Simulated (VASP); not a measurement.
# CdTe (F-43m) in VASP: notebook, part 2 of 2

VASP 6.6.1.

## 4. Relaxation of cell and atoms, PBE

File INCAR:

```
SYSTEM = CdTe
PREC = Accurate ; ENCUT = 600
EDIFF = 1E-6 ; ISMEAR = 0
SIGMA = 0.02 ; LREAL = .False.
LASPH = .True. ; NELM = 80
ALGO = Normal ; ISIF = 3
LWAVE = .False. ; LCHARG = .False.
GGA = PE ; IBRION = 2
NSW = 100 ; EDIFFG = -0.005
```

File KPOINTS:

```
Automatic mesh
0
Gamma
  10 10 10
  0 0 0
```

File POSCAR:

```
CdTe
1.0
    0.0000000000      3.3096311708      3.3096311708
    3.3096311708      0.0000000000      3.3096311708
    3.3096311708      3.3096311708      0.0000000000
Cd Te
1 1
Direct
    0.0000000000      0.0000000000      0.0000000000
    0.7500000000      0.7500000000      0.7500000000
```

Potentials or basis: VASP PAW PBE potentials, release 64 (Cd, Te).

Run with:

```bash
$ cat potpaw_PBE.64/Cd/POTCAR potpaw_PBE.64/Te/POTCAR > POTCAR
$ mpirun -np 1 vasp_std > vasp.out
```

OUTCAR:

```text
SYSTEM = CdTe
   PREC = Accurate
   ENCUT = 600
   EDIFF = 1E-6
   ISMEAR = 0
   LREAL = .False.
   LASPH = .True.
   NELM = 80
   ISIF = 3
   GGA = PE
   IBRION = 2
   NSW = 100
   EDIFFG = -0.005

 ion  position               nearest neighbor table
   1  0.000  0.000  0.000-   2 2.87   2 2.87   2 2.87   2 2.87
   2  0.750  0.750  0.750-   1 2.87   1 2.87   1 2.87   1 2.87

  LATTYP: Found a face centered cubic cell.
 ALAT       =     6.6192623416

  Lattice vectors:

 A1 = (   0.0000000000,   3.3096311708,   3.3096311708)
 A2 = (   3.3096311708,   0.0000000000,   3.3096311708)
 A3 = (   3.3096311708,   3.3096311708,   0.0000000000)

Analysis of symmetry for initial positions (statically):
=====================================================================
 Subroutine PRICEL returns:
 Original cell was already a primitive cell.

 Routine SETGRP: Setting up the symmetry group for a
 face centered cubic supercell.

 Subroutine GETGRP returns: Found 24 space group operations
 (whereof 24 operations were pure point group operations)
 out of a pool of 48 trial point group operations.

[... 225 lines left out ...]
      7       1.7771      2.00000
      8       1.7771      2.00000
      9       1.7771      2.00000
     10       2.3534      0.00000
     11       6.4179      0.00000
     12       6.4179      0.00000
     13       6.4179      0.00000
[... 354 lines left out ...]
  band No.  band energies     occupation
      1      -8.6868      2.00000
      2      -6.2113      2.00000
      3      -6.2052      2.00000
      4      -6.1493      2.00000
      5      -6.0718      2.00000
      6      -5.8558      2.00000
      7      -1.6748      2.00000
      8       0.2736      2.00000
      9       0.4331      2.00000
     10       4.6433      0.00000
     11       5.1257      0.00000
     12       8.3860      0.00000
     13       9.0533      0.00000

 [... further k-points ...]

------------------------ aborting loop because EDIFF is reached ----------------------------------------

  FORCE on cell =-STRESS in cart. coord.  units (eV):
  Direction    XX          YY          ZZ          XY          YZ          ZX
  --------------------------------------------------------------------------------------
  -------------------------------------------------------------------------------------
  Total       -0.0011249     -0.0011249     -0.0011249     -0.0000000      0.0000000     -0.0000000
  in kB       -0.0248113     -0.0248113     -0.0248113     -0.0000000      0.0000000     -0.0000000
  external PRESSURE =      -0.0248113 kB  Pullay stress =       0.0000000 kB

 VOLUME and BASIS-vectors are now :
 -----------------------------------------------------------------------------
  energy-cutoff  :      600.00
  volume of cell :       72.64
      direct lattice vectors                 reciprocal lattice vectors
     0.000000000  3.311675610  3.311675610    -0.150980971  0.150980971  0.150980971
     3.311675610  0.000000000  3.311675610     0.150980971 -0.150980971  0.150980971
     3.311675610  3.311675610  0.000000000     0.150980971  0.150980971 -0.150980971

 POSITION                                       TOTAL-FORCE (eV/Angst)
 -----------------------------------------------------------------------------------
      6.62335      3.31168      3.31168        -0.000000     -0.000000     -0.000000
      4.96751      4.96751      4.96751         0.000000      0.000000      0.000000
 -----------------------------------------------------------------------------------
    total drift:                                0.000000      0.000000      0.000000

  FREE ENERGIE OF THE ION-ELECTRON SYSTEM (eV)
  ---------------------------------------------------
  free  energy   TOTEN  =        -4.8125254643 eV

  energy  without entropy=       -4.8125254643  energy(sigma->0) =       -4.81252546

 reached required accuracy - stopping structural energy minimisation
```

Run time: 55 s. Hardware: 1 thread of Intel Xeon Platinum 8375C at 2.90GHz (Ice Lake), shared host; peak memory 0.27 GiB.

What came out:

```
Free energy                            : -4.8125 eV
Relaxed volume                         : 36.32 Å³/atom
Relaxed cell                           : a = 4.683 Å, b = 4.683 Å, c = 4.683 Å, α = 60.00°, β = 60.00°, γ = 60.00°
Space group after relaxing (to 0.05 Å) : F-43m (No. 216)
Energy gained by relaxing              : 0.0 meV/atom
Ionic steps                            : 2
Pressure after relaxing                : 0.0 GPa
Band gap on the k mesh                 : 0.58 eV, direct
```

Final structure:
```
Cd Te
1.0
     0.00000    3.31168    3.31168
     3.31168    0.00000    3.31168
     3.31168    3.31168    0.00000
Cd Te
1 1
Direct
  0.00000 0.00000 0.00000
  0.75000 0.75000 0.75000
```

Levels at points of the mesh, in eV from the valence-band top:
```
           k point  band 7  band 8  band 9  band 10  band 11  band 12
(0.00, 0.00, 0.00)    0.00    0.00    0.00     0.58     4.64     4.64
(0.50, 0.00, 0.00)   -4.07   -0.68   -0.68     1.75     5.21     5.21
(0.50, 0.50, 0.00)   -4.00   -1.65   -1.65     2.67     2.75     8.50
```

Caveat: spin-orbit coupling is left out, which moves the levels of the heavy elements. PBE gaps usually lie below the measured ones, often by a third to a half.

## 5. Single point, PBE

File INCAR:

```
SYSTEM = CdTe
PREC = Accurate
ENCUT = 500
EDIFF = 1E-6
ISMEAR = 0
SIGMA = 0.02
LREAL = .False.
LASPH = .True.
NELM = 120
ALGO = Normal
ISIF = 2
LWAVE = .False.
LCHARG = .True.
GGA = PE
LELF = .True.
LVHAR = .True.
NBANDS = 16
GGA_COMPAT = .False.
```

File KPOINTS:

```
regular mesh
0
Gamma
  10 10 10
  0 0 0
```

File POSCAR:

```
CdTe
1.0
    0.0000000000      3.3096311664      3.3096311664
    3.3096311664      0.0000000000      3.3096311664
    3.3096311664      3.3096311664      0.0000000000
Cd Te
1 1
Direct
    0.0000000000      0.0000000000      0.0000000000
    0.7500000000      0.7500000000      0.7500000000
```

Potentials or basis: VASP PAW PBE potentials, release 64 (Cd, Te).

Run with:

```bash
$ cat potpaw_PBE.64/Cd/POTCAR potpaw_PBE.64/Te/POTCAR > POTCAR
$ mpirun -np 1 vasp_std > vasp.out
```

OUTCAR:

```text
SYSTEM = CdTe
   PREC = Accurate
   ENCUT = 500
   EDIFF = 1E-6
   ISMEAR = 0
   LREAL = .False.
   LASPH = .True.
   NELM = 120
   ISIF = 2
   GGA = PE

 ion  position               nearest neighbor table
   1  0.000  0.000  0.000-   2 2.87   2 2.87   2 2.87   2 2.87
   2  0.750  0.750  0.750-   1 2.87   1 2.87   1 2.87   1 2.87

  LATTYP: Found a face centered cubic cell.
 ALAT       =     6.6192623328

  Lattice vectors:

 A1 = (   0.0000000000,   3.3096311664,   3.3096311664)
[... 642 lines left out ...]

------------------------ aborting loop because EDIFF is reached ----------------------------------------

  FORCE on cell =-STRESS in cart. coord.  units (eV):
  Direction    XX          YY          ZZ          XY          YZ          ZX
  --------------------------------------------------------------------------------------
  -------------------------------------------------------------------------------------
  Total        0.0434029      0.0434029      0.0434029     -0.0000000      0.0000000     -0.0000000
  in kB        0.9590931      0.9590931      0.9590931     -0.0000000      0.0000000     -0.0000000
  external PRESSURE =       0.9590931 kB  Pullay stress =       0.0000000 kB

 VOLUME and BASIS-vectors are now :
 -----------------------------------------------------------------------------
  energy-cutoff  :      500.00
  volume of cell :       72.51
      direct lattice vectors                 reciprocal lattice vectors
     0.000000000  3.309631166  3.309631166    -0.151074236  0.151074236  0.151074236
     3.309631166  0.000000000  3.309631166     0.151074236 -0.151074236  0.151074236
     3.309631166  3.309631166  0.000000000     0.151074236  0.151074236 -0.151074236

 POSITION                                       TOTAL-FORCE (eV/Angst)
 -----------------------------------------------------------------------------------
      0.00000      0.00000      0.00000         0.000000      0.000000      0.000000
      4.96445      4.96445      4.96445        -0.000000     -0.000000     -0.000000
 -----------------------------------------------------------------------------------
    total drift:                               -0.000000     -0.000000      0.000000

  FREE ENERGIE OF THE ION-ELECTRON SYSTEM (eV)
  ---------------------------------------------------
  free  energy   TOTEN  =        -4.8127997987 eV

  energy  without entropy=       -4.8127997987  energy(sigma->0) =       -4.81279980
```

Run time: 50 s. Hardware: 1 thread of Intel Xeon 6975P-C, shared host; peak memory 0.23 GiB.

Results:

```yaml
Free_energy: -4.8128 eV
Pressure: 0.1 GPa
Band_gap_on_the_k_mesh: 0.58 eV, direct
```

Caveat: spin-orbit coupling is left out, which moves the levels of the heavy elements.

## 6. Summary

```csv
task,cell,cutoff (eV),gap on the mesh (eV),pressure (GPa)
single point,as given,520,0.58,0.1
relaxation of cell and atoms,relaxed,600,0.58,0.0
single point,as given,500,0.58,0.1
```

Alike in all rows: level PBE; potentials or basis VASP PAW PBE potentials, release 64 (Cd, Te); no spin polarisation; k mesh 10 × 10 × 10; smearing gaussian 0.02 eV.

Caveats: spin-orbit coupling is left out, which moves the levels of the heavy elements.

Total energies depend on the potentials used, so only differences within one code and one set of settings carry meaning.
